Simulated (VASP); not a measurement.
Set up this calculation in VASP 6.6.1, as the native input.

| Property | Result |
| --- | --- |
| Task | single point |
| Functional | r2SCAN |
| Potentials or basis | VASP PAW PBE potentials, release 64 (Fe, Ni) |
| Cutoff | 520 eV |
| k mesh | 16 × 16 × 12 |
| Occupations | gaussian, width 0.1 eV |
| Spin | collinear spin, ferromagnetic start |
| Starting moments | [3.25, 0.85] μB |
| Dipole correction | no |
| Further INCAR settings | ALGO = Normal; EDIFF = 1e-07; NBANDS = 20 |

FeNi:

```
Fe Ni
1.0
     2.45727    0.00000    0.00000
     0.00000    2.45727    0.00000
     0.00000    0.00000    3.47500
Fe Ni
1 1
Direct
  0.00000 0.00000 0.00000
  0.50000 0.50000 0.50000
```

The input as run:

POSCAR

```
FeNi
1.0
    2.4572650540      0.0000000000      0.0000000000
    0.0000000000      2.4572650540      0.0000000000
    0.0000000000      0.0000000000      3.4749997729
Fe Ni
1 1
Direct
    0.0000000000      0.0000000000      0.0000000000
    0.5000000000      0.5000000000      0.5000000000
```

INCAR.step1

```
SYSTEM = FeNi
PREC     = Accurate       ! precision mode
ENCUT    = 520            ! plane-wave cutoff, eV
ISMEAR   = 0              ! smearing method
SIGMA    = 0.1            ! smearing width, eV
LREAL    = .False.        ! projectors in reciprocal space
LASPH    = .True.         ! aspherical terms in the spheres
NELM     = 150            ! most SCF steps
ISPIN    = 2              ! spin polarisation
MAGMOM   = 3.25 0.85      ! initial moments
LMAXMIX  = 4              ! l up to which the mixer works
NBANDS   = 20             ! bands
GGA      = PE             ! functional
ALGO     = Normal         ! electronic algorithm
EDIFF    = 1E-4           ! SCF threshold, eV
LWAVE    = .True.         ! write WAVECAR
LCHARG   = .False.        ! write CHGCAR
```

INCAR.step2

```
SYSTEM = FeNi
PREC     = Accurate       ! precision mode
ENCUT    = 520            ! plane-wave cutoff, eV
EDIFF    = 1E-7           ! SCF threshold, eV
ISMEAR   = 0              ! smearing method
SIGMA    = 0.1            ! smearing width, eV
LREAL    = .False.        ! projectors in reciprocal space
LASPH    = .True.         ! aspherical terms in the spheres
NELM     = 150            ! most SCF steps
ALGO     = Normal         ! electronic algorithm
ISIF     = 2              ! what is computed and relaxed
LWAVE    = .False.        ! write WAVECAR
LCHARG   = .False.        ! write CHGCAR
ISPIN    = 2              ! spin polarisation
MAGMOM   = 3.25 0.85      ! initial moments
LORBIT   = 11             ! projections on sites
LMAXMIX  = 4              ! l up to which the mixer works
METAGGA  = R2SCAN         ! meta-GGA
LMIXTAU  = .True.       
NBANDS   = 20             ! bands
ISTART   = 1
```

KPOINTS

```
Automatic mesh
0
Gamma
  16 16 12
  0 0 0
```

Potentials or basis: VASP PAW PBE potentials, release 64 (Fe, Ni).

Run with:

```bash
$ cat potpaw_PBE.64/Fe/POTCAR potpaw_PBE.64/Ni/POTCAR > POTCAR
$ cp INCAR.step1 INCAR
$ mpirun -np 1 vasp_std > vasp.out
$ cp INCAR.step2 INCAR
$ mpirun -np 1 vasp_std > vasp.out
```

Results of the run:

| Item | Value |
| --- | --- |
| Pressure | 13.8 GPa |
| Net moment | 3.41 μB per cell |
| Site moments | Fe +2.81; Ni +0.64 μB |
| Valence electrons inside the program's atomic spheres | Fe 7.31; Ni 9.55 |

Caveat: the cell stands under pressure; the PAW data sets were made with another functional, which shifts forces and pressure a little.

Run time: 8 min on 1 thread of Intel(R) Xeon(R) 6975P-C (Granite Rapids), on a shared host, peak memory 0.31 GiB.
